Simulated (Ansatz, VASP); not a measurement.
Ir in VASP and in Ansatz

```xyz
1
Lattice="-1.5237 1.5237 1.5237 1.5237 -1.5237 1.5237 1.5237 1.5237 -1.5237" Properties=species:S:1:pos:R:3 pbc="T T T"
Ir    0.0000    0.0000    0.0000
```

Alike in both runs: task relaxation of cell and atoms; functional PBE; k mesh 14 × 14 × 14; occupations fermi-dirac, width 0.1 eV; no spin polarisation.

|  | VASP | Ansatz |
| --- | --- | --- |
| version | VASP 6.6.1 | Ansatz 0.2.0 |
| potentials or method | VASP PAW PBE potentials, release 64 (Ir), cutoff 500 eV | plane waves (420 eV) with PAW, scalar-relativistic |
| valence electrons in the cell | 9 | 17 |

Ansatz gave:

| Item | Value |
| --- | --- |
| relaxed volume (Å³/atom) | 15.06 |
| relaxed cell length with the largest relative difference (Å) | 2.695 |

**Question.** What did VASP give for the same quantities?

**Answer.** Relaxed volume (Å³/atom): 15.08; relaxed cell length with the largest relative difference (Å): 2.696.

VASP's potentials hold 9 valence electrons a cell and Ansatz's 17, so a difference there can come from the potentials and not from the codes.

Spin-orbit coupling is off throughout.
